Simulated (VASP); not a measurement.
The system is CuO.

```
Cu O
1.0
     2.34185   -1.71130    0.00000
     2.34185    1.71130    0.00000
    -0.85003    0.00000    5.05787
Cu O
2 2
Direct
  0.50000 0.00000 0.50000
  0.00000 0.50000 0.00000
  0.41840 0.58160 0.75000
  0.58160 0.41840 0.25000
```

| Quantity | Value |
| --- | --- |
| Program | VASP 6.6.1 |
| Task | relaxation of cell and atoms |
| Functional | LDA |
| Potentials or basis | VASP PAW LDA potentials, release 64 (Cu, O) |
| Cutoff | 600 eV |
| k mesh | 10 × 10 × 5 |
| Occupations | fermi-dirac, width 0.05 eV |
| Spin | no spin polarisation |

At the start: pressure -9.0 GPa; volume 10.13 Å³/atom.

Problem. How do energy, volume and symmetry change on relaxing?

Solution. Over 59 steps the energy falls by 43.4 meV/atom and the volume is 10.29 Å³/atom (+1.6 %); space group C2/c (No. 15, to 0.1 Å) before, Cccm (No. 66, to 0.1 Å).

Step by step:
```
step  energy change (eV)  largest force (eV/Å)  pressure (GPa)  volume (Å³)
   1              0.0000                0.4264           -8.99        40.54
   3             -0.0650                0.2146            0.50        38.67
   5             -0.0715                0.1435            0.76        38.73
   7             -0.0840                0.0451            0.41        39.18
   9             -0.1104                0.0271           -3.51        40.78
  11             -0.1299                0.0214           -1.95        40.76
  13             -0.1429                0.0438            4.91        40.34
  15             -0.1588                0.0419            1.58        40.86
  17             -0.1616                0.0602            0.39        41.19
  19             -0.1668                0.0360           -0.72        41.27
  21             -0.1678                0.0283           -0.11        41.08
  23             -0.1679                0.0267            0.17        41.01
  25             -0.1682                0.0350            0.15        41.02
  27             -0.1689                0.0577           -0.06        41.03
  29             -0.1699                0.0520            1.27        40.81
  31             -0.1702                0.0511            1.24        40.83
  33             -0.1715                0.0460            1.00        40.89
  35             -0.1722                0.0360            0.60        40.99
  37             -0.1728                0.0217           -0.03        41.11
  39             -0.1730                0.0167           -0.17        41.18
  41             -0.1732                0.0066           -0.28        41.19
  43             -0.1733                0.0025            0.08        41.16
  45             -0.1733                0.0011            0.09        41.16
  47             -0.1734                0.0078           -0.27        41.23
  49             -0.1734                0.0068           -0.04        41.20
  51             -0.1734                0.0191            0.15        41.16
  53             -0.1734                0.0127            0.07        41.18
  55             -0.1736                0.0127            0.07        41.19
  57             -0.1736                0.0127           -0.11        41.21
  59             -0.1736                0.0076            0.09        41.18
```

Final structure:
```cif
data_structure
_symmetry_space_group_name_H-M 'P 1'
_symmetry_Int_Tables_number 1
_cell_length_a 2.8543
_cell_length_b 2.8543
_cell_length_c 5.0572
_cell_angle_alpha 90.426
_cell_angle_beta 90.426
_cell_angle_gamma 88.239
_cell_volume 41.18
loop_
_atom_site_label
_atom_site_type_symbol
_atom_site_fract_x
_atom_site_fract_y
_atom_site_fract_z
_atom_site_occupancy
Cu1 Cu 0.50000 0.00000 0.50000 1
Cu2 Cu 0.00000 0.50000 0.00000 1
O1 O 0.49670 0.50330 0.75000 1
O2 O 0.50330 0.49670 0.25000 1
```
